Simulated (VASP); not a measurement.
# Cu12HF in VASP: further runs

The runs below take Cu12HF through single point, with PBE+D3(BJ).

All numbers are computed with VASP 6.6.1; they aren't measurements. Logs are shortened: lines on timing, memory, paths and dates and some standing lists are left out, and cuts for length are marked.

**1. The cell of the first run**

The cell holds a slab with vacuum, 14 atoms: a = 5.105 Å, b = 5.105 Å, c = 17.168 Å, α = 90.00°, β = 90.00°, γ = 60.00°.

**2. Single point, PBE+D3(BJ)**

The input, INCAR:

```
ALGO = Normal
EDIFF = 1E-6
ENCUT = 520
GGA = PE
ISIF = 2
ISMEAR = -1
IVDW = 12
LASPH = True
LCHARG = True
LELF = True
LREAL = False
LVHAR = True
LWAVE = False
NBANDS = 83
NELM = 80
PREC = Accurate
SIGMA = 0.15
```

The input, KPOINTS:

```
k-points
0
Gamma
  4 4 1
```

The input, POSCAR:

```
Cu12HF
1.0
    5.1053110000      0.0000000000      0.0000000000
    2.5526550000      4.4213290000      0.0000000000
    0.0000000000      0.0000000000     17.1684690000
Cu F H
12 1 1
Direct
    0.1666667000      0.1666667000      0.0582463000
    0.6666667000      0.1666667000      0.0582463000
    0.1666667000      0.6666667000      0.0582463000
    0.6666667000      0.6666667000      0.0582463000
   -0.1667569089      0.3331188121      0.1773761105
    0.3332034112      0.3338123236      0.1771875901
   -0.1664648219      0.8338501623      0.1770861284
    0.3326399252      0.8335071889      0.1772884656
    0.0000232236      0.0006374459      0.2967570711
    0.4996720700      0.0000851221      0.2955422274
   -0.0007223419      0.5008673839      0.2958288501
    0.4997748271      0.5004282425      0.2964937324
    0.9315568625     -0.0533953217      0.4573809021
    0.8317996623     -0.1326214734      0.4274252214
```

Potentials or basis: VASP PAW PBE potentials, release 64 (Cu, F, H).

Launch:

```sh
$ cat potpaw_PBE.64/Cu/POTCAR potpaw_PBE.64/F/POTCAR potpaw_PBE.64/H/POTCAR > POTCAR
$ mpirun -np 1 vasp_std > vasp.out
```

OUTCAR:

```text
EDIFF = 1E-6
   ENCUT = 520
   GGA = PE
   ISIF = 2
   ISMEAR = -1
   IVDW = 12
   LASPH = True
   LREAL = False
   NELM = 80
   PREC = Accurate
 IVDW          = 12

 ion  position               nearest neighbor table
   1  0.167  0.167  0.058-   6 2.52   8 2.52   5 2.52   3 2.55   3 2.55   2 2.55   2 2.55   4 2.55
                             4 2.55
   2  0.667  0.167  0.058-   7 2.52   6 2.52   5 2.52   4 2.55   4 2.55   1 2.55   1 2.55   3 2.55
                             3 2.55
   3  0.167  0.667  0.058-   7 2.52   6 2.52   8 2.52   1 2.55   1 2.55   4 2.55   4 2.55   2 2.55
                             2 2.55
   4  0.667  0.667  0.058-   7 2.52   5 2.52   8 2.52   2 2.55   2 2.55   3 2.55   3 2.55   1 2.55
                             1 2.55
   5  0.833  0.333  0.177-  11 2.51   2 2.52  12 2.52   1 2.52   4 2.52   9 2.52   7 2.55   8 2.55
                             6 2.55   6 2.55   8 2.56   7 2.56
   6  0.333  0.334  0.177-  10 2.51  11 2.52   3 2.52   2 2.52   1 2.52  12 2.52   8 2.55   5 2.55
                             7 2.55   7 2.55   5 2.55   8 2.56
   7  0.834  0.834  0.177-  10 2.51  11 2.51   2 2.52   3 2.52   4 2.52   9 2.53   8 2.55   5 2.55
                             6 2.55   6 2.55   5 2.56   8 2.56
   8  0.333  0.834  0.177-  10 2.51   3 2.52   1 2.52  12 2.52   4 2.52   9 2.52   7 2.55   6 2.55
                             5 2.55   5 2.56   6 2.56   7 2.56
   9  0.000  0.001  0.297-   5 2.52   8 2.52   7 2.53  10 2.55  11 2.55  12 2.55  12 2.55  11 2.55
                            10 2.56
  10  0.500  0.000  0.296-   8 2.51   6 2.51   7 2.51   9 2.55  11 2.55  12 2.55  12 2.55  11 2.56
                             9 2.56
  11  0.999  0.501  0.296-   5 2.51   7 2.51   6 2.52  10 2.55  12 2.55   9 2.55   9 2.55  12 2.55
                            10 2.56
  12  0.500  0.500  0.296-   5 2.52   8 2.52   6 2.52  10 2.55  11 2.55   9 2.55   9 2.55  11 2.55
                            10 2.55
  13  0.932  0.947  0.457-  14 0.95
  14  0.832  0.867  0.427-  13 0.95

  LATTYP: Found a hexagonal cell.
 ALAT       =     5.1053107325
 C/A-ratio  =     3.3628646520

  Lattice vectors:

 A1 = (  -2.5526550000,  -4.4213290000,   0.0000000000)
 A2 = (   5.1053110000,   0.0000000000,   0.0000000000)
 A3 = (   0.0000000000,   0.0000000000,  17.1684690000)

Analysis of symmetry for initial positions (statically):
=====================================================================
 Subroutine PRICEL returns:
 Original cell was already a primitive cell.

 Routine SETGRP: Setting up the symmetry group for a
 hexagonal supercell.

 Subroutine GETGRP returns: Found  1 space group operations
 (whereof  1 operations were pure point group operations)
 out of a pool of 24 trial point group operations.

The static configuration has the point symmetry C_1 .

Analysis of symmetry for dynamics (positions and initial velocities):
=====================================================================
 Subroutine PRICEL returns:
 Original cell was already a primitive cell.

 Routine SETGRP: Setting up the symmetry group for a
 hexagonal supercell.

 Subroutine GETGRP returns: Found  1 space group operations
 (whereof  1 operations were pure point group operations)
 out of a pool of 24 trial point group operations.

The dynamic configuration has the point symmetry C_1 .

 Subroutine INISYM returns: Found  1 space group operations
 (whereof  1 operations are pure point group operations),
 and found     1 'primitive' translations

----------------------------------------------------------------------------------------

                                     Primitive cell

  volume of cell :     387.5311

  direct lattice vectors                    reciprocal lattice vectors
     5.105311000  0.000000000  0.000000000     0.195874453 -0.113088147  0.000000000
     2.552655000  4.421329000  0.000000000     0.000000000  0.226176337  0.000000000
     0.000000000  0.000000000 17.168469000     0.000000000  0.000000000  0.058246312

  length of vectors
     5.105311000  5.105310732 17.168469000     0.226176326  0.226176337  0.058246312

  position of ions in fractional coordinates (direct lattice)
     0.166666700  0.166666700  0.058246300
     0.666666700  0.166666700  0.058246300
[... 43 lines left out ...]
     0.000000000  0.000000000  0.058246312     0.000000000  0.000000000  1.000000000

  Length of vectors
     0.056544081  0.056544084  0.058246312

  Shift w.r.t. Gamma in fractional coordinates (k-lattice)
     0.000000000  0.000000000  0.000000000

 Subroutine IBZKPT returns following result:
 ===========================================

 Found     10 irreducible k-points:

 Following reciprocal coordinates:
            Coordinates               Weight
  0.000000  0.000000  0.000000      1.000000
  0.250000  0.000000  0.000000      2.000000
  0.250000  0.250000  0.000000      2.000000
  0.000000  0.250000  0.000000      2.000000
  0.500000  0.000000  0.000000      1.000000
  0.500000  0.500000  0.000000      1.000000
  0.000000  0.500000  0.000000      1.000000
  0.500000  0.250000  0.000000      2.000000
  0.250000  0.500000  0.000000      2.000000
 -0.250000  0.250000  0.000000      2.000000
   k-points           NKPTS =     10   k-points in BZ     NKDIM =     10   number of bands    NBANDS=     83
   number of dos      NEDOS =    301   number of ions     NIONS =     14
   total plane-waves  NPLWV = 204800
   dimension x,y,z NGX =    40 NGY =   40 NGZ =  128
   dimension x,y,z NGXF=    80 NGYF=   80 NGZF=  256
   ions per type =              12   1   1
   NGX,Y,Z   is equivalent  to a cutoff of  13.03, 13.03, 12.39 a.u.
   NGXF,Y,Z  is equivalent  to a cutoff of  26.05, 26.05, 24.79 a.u.
 SYSTEM =  unknown system
   PREC   = accura    normal or accurate (medium, high low for compatibility)
   ISTART =      0    job   : 0-new  1-cont  2-samecut
   ICHARG =      2    charge: 1-file 2-atom 10-const
   ISPIN  =      1    spin polarized calculation?
   LNONCOLLINEAR =      F non collinear calculations
   LSORBIT =      F    spin-orbit coupling
   LASPH  =      T    aspherical Exc in radial PAW
   ENCUT  =  520.0 eV  38.22 Ry    6.18 a.u.   9.49  9.49 31.92*2*pi/ulx,y,z
   NELM   =     80;   NELMIN=  2; NELMDL= -5     # of ELM steps
   EDIFF  = 0.1E-05   stopping-criterion for ELM
   LREAL  =      F    real-space projection
   EDIFFG = 0.1E-04   stopping-criterion for IOM
   NSW    =      0    number of steps for IOM
   IBRION =     -1    ionic relax: 0-MD 1-quasi-New 2-CG
   NFREE  =      0    steps in history (QN), initial steepest desc. (CG)
   ISIF   =      2    stress and relaxation
   ISYM   =      2    0-nonsym 1-usesym 2-fastsym
   POTIM  = 0.5000    time-step for ionic-motion
   TEBEG  =    0.0;   TEEND  =   0.0 temperature during run
   PSTRESS=    0.0 pullay stress
   NELECT =     140.0000    total number of electrons
   NUPDOWN=      -1.0000    fix difference up-down
   EMIN   =  10.00;   EMAX   =-10.00  energy-range for DOS
   EFERMI =   0.00;   METHOD = LEGACY
   ISMEAR =    -1;   SIGMA  =   0.15  broadening in eV -4-tet -1-fermi 0-gaus
   EFERMI_NEDOS =   21; number of points for ismear=-14 and -15
   IALGO  =     38    algorithm
   IMIX   =      4    mixing-type and parameters
     AMIX     =   0.40;   BMIX     =  1.00
     AMIX_MAG =   1.60;   BMIX_MAG =  1.00
  volume/ion in A,a.u.               =      27.68       186.80
  Fermi-wavevector in a.u.,A,eV,Ry     =   1.165955  2.203336 18.496470  1.359452
  Thomas-Fermi vector in A             =   2.302475
   LORBIT       =      0    0 simple, 1 ext, 2 COOP (PROOUT), +10 PAW based schemes
   GGA     = PE    functional components
   LHFCALC =     F    Hartree Fock is set to
   AEXX    =    0.0000 exact exchange contribution
   IVDW    =    12    specifies the selected vdW correction
   LEPSILON=     F    determine dielectric tensor
   LRPA    =     F    only Hartree local field effects (RPA)
 non-spin polarized calculation
  energy-cutoff  :      520.00
  volume of cell :      387.53
 maximum number of plane-waves:     10467
 NGX is ok and might be reduce to    40
   NGX = 19   NGY = 19   NGZ = 63

 number of electron     140.0000008 magnetization

 Free energy of the ion-electron system (eV)
  ---------------------------------------------------
  ext. energy  EPLUGINS =         0.00000000
  ---------------------------------------------------
  free energy    TOTEN  =       -49.13377808 eV

  energy without entropy =      -48.72490396  energy(sigma->0) =      -48.92934102

 E-fermi :  -0.2677     XC(G=0):  -6.0825

 val. band max:       -0.2864340335   @ k =   0.5000   0.5000   0.0000
 cond. band min:      -0.2530882909   @ k =   0.0000   0.0000   0.0000
 fundamental gap:      0.0333457425
 Fermi energy:        -0.2676501650

 k-point     1 :       0.0000    0.0000    0.0000
  band No.  band energies     occupation
      1     -25.2240      2.00000
      2      -9.0029      2.00000
      3      -8.5865      2.00000
      4      -6.9588      2.00000
      5      -5.4886      2.00000
      6      -5.0908      2.00000
[... 839 lines left out ...]
     81       5.3347      0.00000
     82       6.0398      0.00000
 [bands above 82 left out]

------------------------ aborting loop because EDIFF is reached ----------------------------------------

 Edisp (eV)   -4.78431

 E8    (eV) :    -2.1290

  FORCE on cell =-STRESS in cart. coord.  units (eV):
  Direction    XX          YY          ZZ          XY          YZ          ZX
  --------------------------------------------------------------------------------------
  -------------------------------------------------------------------------------------
  Total      -6.03837    -6.16388     0.09768     0.08043     0.03074     0.10998
  in kB     -24.96454   -25.48346     0.40385     0.33252     0.12709     0.45469
  external pressure =      -16.68 kB  Pullay stress =        0.00 kB

 VOLUME and BASIS-vectors are now :
 -----------------------------------------------------------------------------
  energy-cutoff  :      520.00
  volume of cell :      387.53
      direct lattice vectors                 reciprocal lattice vectors
     5.105311000  0.000000000  0.000000000     0.195874453 -0.113088147  0.000000000
     2.552655000  4.421329000  0.000000000     0.000000000  0.226176337  0.000000000
     0.000000000  0.000000000 17.168469000     0.000000000  0.000000000  0.058246312

 POSITION                                       TOTAL-FORCE (eV/Angst)
 -----------------------------------------------------------------------------------
      1.27633      0.73689      1.00000         0.003218      0.003064     -0.018694
      3.82898      0.73689      1.00000        -0.004092     -0.000728     -0.025681
      2.55266      2.94755      1.00000        -0.004391     -0.001727     -0.032967
      5.10531      2.94755      1.00000         0.003592      0.002789      0.005881
      5.10430      1.47283      3.04528        -0.000648      0.000360     -0.001205
      2.55321      1.47589      3.04204         0.000004     -0.000186     -0.000660
      6.38399      3.68673      3.04030        -0.000522      0.000006     -0.000084
      3.82589      3.68521      3.04377         0.000598     -0.000312      0.000613
      0.00175      0.00282      5.09486         0.001154      0.002008      0.014306
      2.55120      0.00038      5.07401         0.002896      0.000096      0.022245
      6.38016      2.21450      5.07893        -0.001707     -0.000787      0.016196
      3.82893      2.21256      5.09034        -0.000549     -0.001472      0.020824
      7.17224      4.18525      7.85253         0.196889      0.096811      0.138613
      6.46071      3.83497      7.33824        -0.196442     -0.099923     -0.139388
 -----------------------------------------------------------------------------------
    total drift:                                0.000585     -0.000743      0.002675

  FREE ENERGIE OF THE ION-ELECTRON SYSTEM (eV)
  ---------------------------------------------------
  free  energy   TOTEN  =       -53.9180896957 eV

  energy  without entropy=      -53.5092155754  energy(sigma->0) =      -53.71365264
```

It took 21 min on 1 thread of Oxide Virtual Turin-like, shared host; peak memory 0.59 GiB.

What came out:

* Free energy: -53.9181 eV
* Largest force: 0.261 eV/Å
* Band gap on the k mesh: zero (bands 70 and 71 overlap by 0.06 eV)
* Dispersion energy per atom: -0.342 eV

Forces on the atoms (eV/Å):
```
Cu   0.003  0.003 -0.019
Cu  -0.004 -0.001 -0.026
Cu  -0.004 -0.002 -0.033
Cu   0.004  0.003  0.006
Cu  -0.001  0.000 -0.001
Cu   0.000  0.000 -0.001
Cu  -0.001  0.000  0.000
Cu   0.001  0.000  0.001
Cu   0.001  0.002  0.014
Cu   0.003  0.000  0.022
Cu  -0.002 -0.001  0.016
Cu  -0.001 -0.001  0.021
F    0.197  0.097  0.139
H   -0.196 -0.100 -0.139
```

Levels at points of the mesh, in eV from the Fermi level:
```csv
k point,band 67,band 68,band 69,band 70,band 71,band 72,band 73,band 74
"(0.00, 0.00, 0.00)",-1.38,-0.05,0.01,0.02,0.04,1.13,1.16,1.17
"(0.50, 0.00, 0.00)",-1.51,-1.51,-0.02,-0.02,0.32,0.42,1.14,1.16
"(0.50, 0.50, 0.00)",-1.51,-1.51,-0.03,-0.02,0.28,0.46,1.14,1.16
"(0.00, 0.50, 0.00)",-1.51,-1.51,-0.02,-0.02,0.33,0.41,1.14,1.16
```

Caveat: there is no dipole correction, which matters where the two faces differ. With open d or f shells a metallic result of PBE can be an artefact of self-interaction; +U or a hybrid may open a gap.

**3. Single point, PBE+D3(BJ)**

The input, INCAR:

```
PREC     = Accurate       # precision mode
ENCUT    = 520            # plane-wave cutoff, eV
EDIFF    = 1E-6           # SCF threshold, eV
ISMEAR   = -1             # smearing method
SIGMA    = 0.15           # smearing width, eV
LREAL    = F              # projectors in reciprocal space
LASPH    = T              # aspherical terms in the spheres
NELM     = 100            # most SCF steps
ALGO     = Normal         # electronic algorithm
ISIF     = 2              # what is computed and relaxed
LWAVE    = F              # write WAVECAR
LCHARG   = F              # write CHGCAR
GGA      = PE             # functional
IVDW     = 12             # dispersion correction
NBANDS   = 83             # bands
```

The input, KPOINTS:

```
regular mesh
0
Gamma
  4 4 1
```

The input, POSCAR:

```
Cu12HF
1.0
    5.1053110000      0.0000000000      0.0000000000
    2.5526550000      4.4213290000      0.0000000000
    0.0000000000      0.0000000000     17.1684690000
Cu F H
12 1 1
Direct
    0.1666667508      0.1666666290      0.0582463119
    0.6666666529      0.1666666290      0.0582463119
    0.1666665963      0.6666667421      0.0582463119
    0.6666666943      0.6666667421      0.0582463119
   -0.1667568302      0.3331188428      0.1773760957
    0.3332034747      0.3338122994      0.1771876106
   -0.1664648523      0.8338501840      0.1770861455
    0.3326399550      0.8335073006      0.1772884932
    0.0000233144      0.0006373649      0.2967570958
    0.4996721877      0.0000850423      0.2955422525
   -0.0007222575      0.5008672732      0.2958288243
    0.4997748986      0.5004282649      0.2964937060
    0.9315568965     -0.0533952574      0.4573809115
    0.8317996242     -0.1326214358      0.4274252410
```

Potentials or basis: VASP PAW PBE potentials, release 64 (Cu, F, H).

Launch:

```sh
$ cat potpaw_PBE.64/Cu/POTCAR potpaw_PBE.64/F/POTCAR potpaw_PBE.64/H/POTCAR > POTCAR
$ mpirun -np 1 vasp_std > vasp.out
```

Run time: 21 min. Hardware: 1 thread of Oxide Virtual Turin-like, shared host; peak memory 0.6 GiB.

The run converged. Its results:

```yaml
Free_energy: -53.9181 eV
Largest_force: 0.261 eV/Å
Band_gap_on_the_k_mesh: zero (bands 70 and 71 overlap by 0.06 eV)
Dispersion_energy_per_atom: -0.342 eV
```

Forces in eV/Å, atoms in the order of the input:
```
Cu   0.003  0.003 -0.019
Cu  -0.004 -0.001 -0.026
Cu  -0.004 -0.002 -0.033
Cu   0.004  0.003  0.006
Cu  -0.001  0.000 -0.001
Cu   0.000  0.000 -0.001
Cu  -0.001  0.000  0.000
Cu   0.001  0.000  0.001
Cu   0.001  0.002  0.014
Cu   0.003  0.000  0.022
Cu  -0.002 -0.001  0.016
Cu  -0.001 -0.001  0.021
F    0.197  0.097  0.139
H   -0.196 -0.100 -0.139
```

Levels at points of the mesh, in eV from the Fermi level:
```tsv
k point	band 66	band 67	band 68	band 69	band 70	band 71	band 72	band 73	band 74	band 75
(0.00, 0.00, 0.00)	-1.38	-1.38	-0.05	0.01	0.02	0.04	1.13	1.16	1.17	1.58
(0.50, 0.00, 0.00)	-1.58	-1.51	-1.51	-0.02	-0.02	0.32	0.42	1.14	1.16	2.82
(0.50, 0.50, 0.00)	-1.58	-1.51	-1.51	-0.03	-0.02	0.28	0.46	1.14	1.16	2.79
(0.00, 0.50, 0.00)	-1.58	-1.51	-1.51	-0.02	-0.02	0.33	0.41	1.14	1.16	2.82
```

Caveat: there is no dipole correction, which matters where the two faces differ. With open d or f shells a metallic result of PBE can be an artefact of self-interaction; +U or a hybrid may open a gap.

The gap in the log of VASP goes by the Fermi energy; the results here count the filled bands.